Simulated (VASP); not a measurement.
Runs of VASP 6.6.1 on Sc3Al2. The structure is that of space group Pm-3m (No. 221), or close to it. The cells are those of the table. The cell was generated, and may not be a known phase.

```csv
task,cell,k mesh,cutoff (eV),gap on the mesh (eV),pressure (GPa),relaxed volume (Å³/atom)
single point,"a = 5.086 Å, 5 atoms",8 × 8 × 8,520,none,0.1,-
relaxation of cell and atoms,"relaxed from a = 5.095 Å, 5 atoms",8 × 8 × 8,600,none,0.0,26.33
relaxation of cell and atoms,"relaxed from a = 3.829 Å, 5 atoms",4 × 4 × 4,600,none,0.1,26.19
single point,"a = 5.095 Å, 5 atoms",4 × 4 × 4,520,none,(a),-
single point,"a = 3.829 Å, 5 atoms",4 × 4 × 4,520,none,161.7,-
```

Alike in all rows: level PBE; potentials or basis VASP PAW PBE potentials, release 64 (Sc_sv, Al); no spin polarisation; smearing gaussian 0.1 eV.

Estimate the missing entries.

(a) -0.2.

Caveats: some runs use coarse meshes; the volume moved by over 15 % at a fixed basis, so the end points are rough (at least some runs).

A gap of «none» marks levels without a gap at the run's occupations.
